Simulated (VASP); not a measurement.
# Pt (Fm-3m) in VASP: a series of runs, part 2 of 2

VASP 6.6.1. Earlier steps stand in the parts before.

### Step 3. Single point, PBE

This run uses another cell than the first one: it holds 2 atoms, not 1.

Contents of INCAR:

```
SYSTEM = Pt
  ALGO = Fast
  EDIFF = 1E-6
  ENCUT = 520
  GGA = PE
  ISIF = 2
  ISMEAR = 0
  ISYM = 0
  LASPH = .TRUE.
  LCHARG = .FALSE.
  LREAL = .FALSE.
  LWAVE = .FALSE.
  NBANDS = 17
  NELM = 60
  PREC = Accurate
  SIGMA = 0.15
```

Contents of KPOINTS:

```
k-points
0
G
  12 12 14
  0 0 0
```

Contents of POSCAR:

```
Pt
1.0
    0.0000000000     -1.9850550544     -1.9850550544
   -1.9850550544      0.0000000000     -1.9850550544
    1.9850550544      1.9850550544     -3.9701101089
Pt
2
Direct
    0.5000000000      0.5000000000      0.5000000000
    0.0000000000      0.0000000000      0.0000000000
```

Potentials or basis: VASP PAW PBE potentials, release 64 (Pt).

On the command line:

```console
> cat potpaw_PBE.64/Pt/POTCAR > POTCAR
> mpirun -np 1 vasp_std > vasp.out
```

OUTCAR:

```text
SYSTEM = Pt
   EDIFF = 1E-6
   ENCUT = 520
   GGA = PE
   ISIF = 2
   ISMEAR = 0
   ISYM = 0
   LASPH = .TRUE.
   LREAL = .FALSE.
   NELM = 60
   PREC = Accurate

 ion  position               nearest neighbor table
   1  0.500  0.500  0.500-   2 2.81   2 2.81   2 2.81   2 2.81   2 2.81   2 2.81
   2  0.000  0.000  0.000-   1 2.81   1 2.81   1 2.81   1 2.81   1 2.81   1 2.81

IMPORTANT INFORMATION: All symmetrisations will be switched off!
NOSYMM: (Re-)initialisation of all symmetry stuff for point group C_1.

----------------------------------------------------------------------------------------

                                     Primitive cell

  volume of cell :      31.2880

  direct lattice vectors                    reciprocal lattice vectors
     0.000000000 -1.985055054 -1.985055054     0.125941091 -0.377823274 -0.125941091
    -1.985055054  0.000000000 -1.985055054    -0.377823274  0.125941091 -0.125941091
     1.985055054  1.985055054 -3.970110109     0.125941091  0.125941091 -0.125941091

  length of vectors
     2.807291780  2.807291780  4.862371995     0.417699346  0.417699346  0.218136369

  position of ions in fractional coordinates (direct lattice)
     0.500000000  0.500000000  0.500000000
[... 145 lines left out ...]
  ---------------------------------------------------
  free energy    TOTEN  =       -12.22268553 eV

  energy without entropy =      -12.18039153  energy(sigma->0) =      -12.20153853

 E-fermi :  10.5803     XC(G=0): -13.2704

 val. band max:       10.5801974782   @ k =  -0.2500   0.5000   0.4286
 cond. band min:      10.5804634036   @ k =  -0.0833   0.4167  -0.0000
 fundamental gap:      0.0002659254
 Fermi energy:        10.5803112738

 k-point     1 :       0.0000    0.0000    0.0000
  band No.  band energies     occupation
      1       0.7635      2.00000
      2       3.6248      2.00000
      3       6.9474      2.00000
      4       6.9475      2.00000
      5       7.0066      2.00000
      6       7.0070      2.00000
[... 457 lines left out ...]
      4       6.1052      2.00000
      5       6.4304      2.00000
      6       7.2305      2.00000
[... 9 lines left out ...]
     16      25.0019      0.00000
     17      27.1047      0.00000

 [... further k-points ...]
[... 5 lines left out ...]
  --------------------------------------------------------------------------------------
  -------------------------------------------------------------------------------------
  Total       -0.0742087     -0.0742118     -0.0681269      0.0262998     -0.0314412     -0.0314408
  in kB       -3.8000347     -3.8001956     -3.4886029      1.3467437     -1.6100244     -1.6100037
  external PRESSURE =      -3.6962777 kB  Pullay stress =       0.0000000 kB

 VOLUME and BASIS-vectors are now :
 -----------------------------------------------------------------------------
  energy-cutoff  :      520.00
  volume of cell :       31.29
      direct lattice vectors                 reciprocal lattice vectors
     0.000000000 -1.985055054 -1.985055054     0.125941091 -0.377823274 -0.125941091
    -1.985055054  0.000000000 -1.985055054    -0.377823274  0.125941091 -0.125941091
     1.985055054  1.985055054 -3.970110109     0.125941091  0.125941091 -0.125941091

 POSITION                                       TOTAL-FORCE (eV/Angst)
 -----------------------------------------------------------------------------------
      0.00000      0.00000     -3.97011         0.000000      0.000001     -0.000001
      0.00000      0.00000      0.00000        -0.000000     -0.000001      0.000001
 -----------------------------------------------------------------------------------
    total drift:                                0.000000      0.000001      0.000000

  FREE ENERGIE OF THE ION-ELECTRON SYSTEM (eV)
  ---------------------------------------------------
  free  energy   TOTEN  =       -12.2226855277 eV

  energy  without entropy=      -12.1803915317  energy(sigma->0) =      -12.20153853
```

stdout:

```text
POSCAR found type information on POSCAR Pt
 POSCAR found :  1 types and       2 ions
 scaLAPACK will be used
 LDA part: xc-table for (Slater+PW92), standard interpolation
 -----------------------------------------------------------------------------
|                                                                             |
|           W    W    AA    RRRRR   N    N  II  N    N   GGGG   !!!           |
|           W    W   A  A   R    R  NN   N  II  NN   N  G    G  !!!           |
|           W    W  A    A  R    R  N N  N  II  N N  N  G       !!!           |
|           W WW W  AAAAAA  RRRRR   N  N N  II  N  N N  G  GGG   !            |
|           WW  WW  A    A  R   R   N   NN  II  N   NN  G    G                |
|           W    W  A    A  R    R  N    N  II  N    N   GGGG   !!!           |
|                                                                             |
|     Your reciprocal lattice and k-lattice belong to different lattice       |
|     classes:                                                                |
|                                                                             |
|        The reciprocal lattice is rhombohedral (trigonal),                   |
|        whereas your k-lattice is base-centered monoclinic.                  |
|                                                                             |
|     Results are often still useful ...                                      |
|                                                                             |
 -----------------------------------------------------------------------------

 POSCAR, INCAR and KPOINTS ok, starting setup
 FFT: planning ... GRIDC
 FFT: planning ... GRID_SOFT
 FFT: planning ... GRID
 WAVECAR not read
 entering main loop
```

Run time: 10 min. Hardware: 1 thread of Intel Xeon Platinum 8175M at 2.50GHz (Skylake/Cascade Lake), shared host; peak memory 0.53 GiB.

What came out:

```yaml
Free_energy: -12.2227 eV
Pressure: -0.4 GPa
Band_gap_on_the_k_mesh: zero (bands 10 and 11 overlap by 1.82 eV)
```

Levels at points of the mesh, in eV from the Fermi level:
```tsv
k point	band 6	band 7	band 8	band 9	band 10	band 11	band 12	band 13	band 14	band 15
(0.00, 0.00, 0.00)	-3.57	-3.57	-1.54	-1.54	-0.33	0.03	0.03	5.56	14.28	14.73
(0.50, 0.00, 0.00)	-3.33	-2.06	-2.06	0.14	0.14	2.94	2.94	7.22	7.22	13.77
(0.00, 0.50, 0.00)	-3.33	-2.06	-2.06	0.14	0.14	2.94	2.94	7.22	7.22	13.77
(0.50, 0.50, 0.00)	-0.33	-0.01	0.02	0.03	0.45	0.45	1.85	5.56	8.48	11.27
(0.00, 0.00, 0.50)	-3.22	-3.22	-3.22	-1.37	-1.37	-1.37	-1.37	13.09	13.09	16.31
(0.50, 0.00, 0.50)	-0.33	-0.01	0.02	0.03	0.45	0.45	1.85	5.56	8.48	11.27
(0.00, 0.50, 0.50)	-0.33	-0.01	0.02	0.03	0.45	0.45	1.85	5.56	8.48	11.27
(0.50, 0.50, 0.50)	-3.33	-2.06	-2.06	0.14	0.14	2.94	2.94	7.22	7.22	13.77
```

Caveat: spin-orbit coupling is left out, which moves the levels of the heavy elements.

### Step 4. Single point, PBE

Contents of INCAR:

```
SYSTEM = Pt
PREC = Accurate ; ENCUT = 520
EDIFF = 1E-6 ; ISMEAR = 0
SIGMA = 0.1 ; LREAL = .False.
LASPH = .True. ; NELM = 100
ALGO = Normal ; ISIF = 2
LWAVE = .False. ; LCHARG = .False.
GGA = PE ; NBANDS = 11
```

Contents of KPOINTS:

```
Automatic mesh
0
Gamma
  18 18 18
  0 0 0
```

Contents of POSCAR:

```
Pt
1.0
    0.0000000000      1.9850550543      1.9850550543
    1.9850550543      0.0000000000      1.9850550543
    1.9850550543      1.9850550543      0.0000000000
Pt
1
Direct
    0.0000000000      0.0000000000      0.0000000000
```

On the command line:

```console
> cat potpaw_PBE.64/Pt/POTCAR > POTCAR
> mpirun -np 1 vasp_std > vasp.out
```

Run time: 36 s. Hardware: 1 thread of Intel Xeon 8259CL, shared host; peak memory 0.16 GiB.

Results (log left out):

```
Free energy            : -6.1000 eV
Pressure               : -0.5 GPa
Band gap on the k mesh : zero (bands 5 and 6 overlap by 2.09 eV)
```

Levels at points of the mesh, in eV from the Fermi level:
```csv
k point,band 2,band 3,band 4,band 5,band 6,band 7,band 8,band 9
"(0.00, 0.00, 0.00)",-3.57,-3.57,-3.57,-1.54,-1.54,14.74,19.50,19.50
"(0.50, 0.00, 0.00)",-3.63,-3.63,-0.32,0.03,0.03,5.56,14.29,18.73
"(0.50, 0.50, 0.00)",-6.25,-0.01,0.45,0.45,1.85,8.49,11.28,11.28
```

Caveat: spin-orbit coupling is left out, which moves the levels of the heavy elements.

### Step 5. Overview

| cell | k mesh | smearing | gap on the mesh (eV) | pressure (GPa) |
| --- | --- | --- | --- | --- |
| a = 2.807 Å, angles 60.0°, 1 atom, atomic positions A | 14 × 14 × 14 | gaussian 0.15 eV | none | -0.5 |
| a = 2.807, b = 2.807, c = 4.862 Å, angles 73.2, 73.2, 60.0°, 2 atoms, atomic positions B | 12 × 12 × 14 | gaussian 0.15 eV | none | -0.4 |
| a = 2.807 Å, angles 60.0°, 1 atom, atomic positions A | 18 × 18 × 18 | gaussian 0.1 eV | none | -0.5 |

Alike in all rows: task single point; level PBE; potentials or basis VASP PAW PBE potentials, release 64 (Pt); no spin polarisation; cutoff (eV) 520.

Caveats: spin-orbit coupling is left out, which moves the levels of the heavy elements.

Total energies depend on the potentials used, so only differences within one code and one set of settings carry meaning.
